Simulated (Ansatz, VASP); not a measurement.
AlGa3As4 in VASP and in Ansatz

INCAR

```
SYSTEM = AlGa3As4
ALGO = Normal ; EDIFF = 1E-6
ENCUT = 520 ; GGA = PE
ISIF = 2 ; ISMEAR = 0
LASPH = .True. ; LCHARG = .False.
LREAL = .False. ; LWAVE = .False.
NBANDS = 41 ; NELM = 80
PREC = Accurate ; SIGMA = 0.01
```

File KPOINTS:

```
k-points
0
Gamma
  6 4 4
  0 0 0
```

Contents of POSCAR:

```
AlGa3As4
1.0
    4.1431895864      0.0000000000      0.0000000000
    0.0000000000      8.2809820063      0.0000000000
    0.0000000000      0.0000000000      5.8453813558
Al As Ga
1 4 3
Direct
    0.0000000000      0.0000000000      0.0007493540
    0.5000000000      0.0000000000      0.2484710459
    0.0000000000      0.2492726746      0.7506776715
    0.5000000000      0.5000000000      0.2497903936
    0.0000000000      0.7507273254      0.7506776715
    0.5000000000      0.2500316646      0.5000598858
    0.0000000000      0.5000000000     -0.0004859083
    0.5000000000      0.7499683354      0.5000598858
```

Input for Ansatz:

```yaml
crystal:
  lattice:
    - [4.1431895864, 0.0, 0.0]
    - [0.0, 8.2809820063, 0.0]
    - [0.0, 0.0, 5.8453813558]
  atoms:
    - { symbol: Al, position: [0.0, 0.0, 0.000749354] }
    - { symbol: As, position: [0.5, 0.0, 0.2484710459] }
    - { symbol: Ga, position: [0.5, 0.2500316646, 0.5000598858] }
    - { symbol: As, position: [0.0, 0.2492726746, 0.7506776715] }
    - { symbol: Ga, position: [0.0, 0.5, -0.0004859083] }
    - { symbol: As, position: [0.5, 0.5, 0.2497903936] }
    - { symbol: Ga, position: [0.5, 0.7499683354, 0.5000598858] }
    - { symbol: As, position: [0.0, 0.7507273254, 0.7506776715] }
kpoints:
  mp_grid: { grid: [6, 4, 4] }
hamiltonian:
  xc: pbe
scf:
  occupations: { method: fixed }
  n_extra_bands: 6
output:
  forces: true
  stress: true
  eigenvalues: true
```

Alike in both runs: task single point; functional PBE; k mesh 6 × 4 × 4; no spin polarisation.

|  | VASP | Ansatz |
| --- | --- | --- |
| version | VASP 6.6.1 | Ansatz 0.2.0 |
| potentials or method | VASP PAW PBE potentials, release 64 (Al, As, Ga_d) | plane waves, PAW |
| plane-wave cutoff (eV) | 520 | 420 |
| occupations | gaussian, width 0.01 eV | fixed |
| valence electrons in the cell | 62 | 102 |

```csv
,VASP,Ansatz,Ansatz less VASP
gap on the k mesh at the Fermi level (eV),0.14,0.14,-0.001
pressure (GPa),-3.1,-3.2,-0.13
rms of the force components (eV/Å),0.007,0.006,-0.0012
```

VASP's potentials hold 62 valence electrons a cell and Ansatz's 102, so a difference there can come from the potentials and not from the codes.
